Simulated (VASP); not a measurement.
WC (Qusongite), 2 atoms in the cell. Symmetry: P-6m2, No. 187, hexagonal system. The conventional cell has a = 2.873 Å, b = 2.873 Å, c = 2.801 Å, α = 90.00°, β = 90.00°, γ = 120.00°. W (site symmetry -6m2) has 6 C at 2.17 Å and 8 W at 2.80 to 2.87 Å within 2.9 Å. C (site symmetry -6m2) has 6 W at 2.17 Å and 8 C at 2.80 to 2.87 Å within 2.9 Å. 

| Quantity | Value |
| --- | --- |
| Program | VASP 6.6.1 |
| Task | single point |
| Functional | LDA |
| Potentials or basis | VASP PAW LDA potentials, release 64 (W_sv, C) |
| Cutoff | 520 eV |
| k mesh | 11 × 11 × 10 |
| Occupations | fermi-dirac, width 0.2 eV |
| Spin | no spin polarisation |
| Dipole correction | no |
| Further INCAR settings | ALGO = Normal; EDIFF = 1e-07; NBANDS = 16 |

Potentials or basis: VASP PAW LDA potentials, release 64 (W_sv, C).

Launch:

```console
$ cat potpaw_LDA.64/W_sv/POTCAR potpaw_LDA.64/C/POTCAR > POTCAR
$ mpirun -np 1 vasp_std > vasp.out
```

Hardware: 1 thread of Intel(R) Xeon(R) Platinum 8375C CPU @ 2.90GHz (Ice Lake), on a shared host.

Question: How long does it take, and how much memory?

Answer: Run time: 15 s on 1 thread of Intel(R) Xeon(R) Platinum 8375C CPU @ 2.90GHz (Ice Lake), on a shared host, peak memory 0.15 GiB. Counts: scf iterations 13, k points 96.
